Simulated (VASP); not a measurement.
Wanted: the native input for a VASP 6.6.1 run.

* Task: single point
* Functional: PBE
* Potentials or basis: VASP PAW PBE potentials, release 64 (Ti_sv, Sb, P)
* Cutoff: 520 eV
* k mesh: 4 × 4 × 4
* Occupations: gaussian, width 0.1 eV
* Spin: no spin polarisation
* Dipole correction: no
* Further INCAR settings: ALGO = Normal; EDIFF = 1e-06; NBANDS = 31

The structure of Ti3SbP lies in POSCAR:

```
Ti3SbP
1.0
    4.5720294147      0.0000000000      0.0000000000
    0.0000000000      4.5720294147      0.0000000000
    0.0000000000      0.0000000000      4.5720294147
Ti Sb P
3 1 1
Direct
    0.0000000000      0.5000000000      0.5000000000
    0.5000000000      0.0000000000      0.5000000000
    0.5000000000      0.5000000000      0.0000000000
    0.0000000000      0.0000000000      0.0000000000
    0.5000000000      0.5000000000      0.5000000000
```

The cell was generated, and may not be a known phase.

One way to write it, as run:

INCAR

```
SYSTEM = Ti3SbP
PREC = Accurate ; ENCUT = 520
EDIFF = 1E-6 ; ISMEAR = 0
SIGMA = 0.1 ; LREAL = .False.
LASPH = .True. ; NELM = 60
ALGO = Normal ; ISIF = 2
LWAVE = .False. ; LCHARG = .True.
GGA = PE ; LELF = .True.
LVHAR = .True. ; NBANDS = 31
```

KPOINTS

```
regular mesh
0
Gamma
  4 4 4
  0 0 0
```

Potentials or basis: VASP PAW PBE potentials, release 64 (Ti_sv, Sb, P).

The run is started by

```sh
$ cat potpaw_PBE.64/Ti_sv/POTCAR potpaw_PBE.64/Sb/POTCAR potpaw_PBE.64/P/POTCAR > POTCAR
$ mpirun -np 1 vasp_std > vasp.out
```

It gave:

```yaml
Pressure: 0.3 GPa
Band_gap_on_the_k_mesh: zero (bands 23 and 24 overlap by 0.31 eV)
```

Caveat: spin-orbit coupling is left out, which moves the levels of the heavy elements.

Run time: 19 s on 1 thread of AMD EPYC 9R45 96-Core Processor (Zen 5) (shared host), peak memory 0.18 GiB.
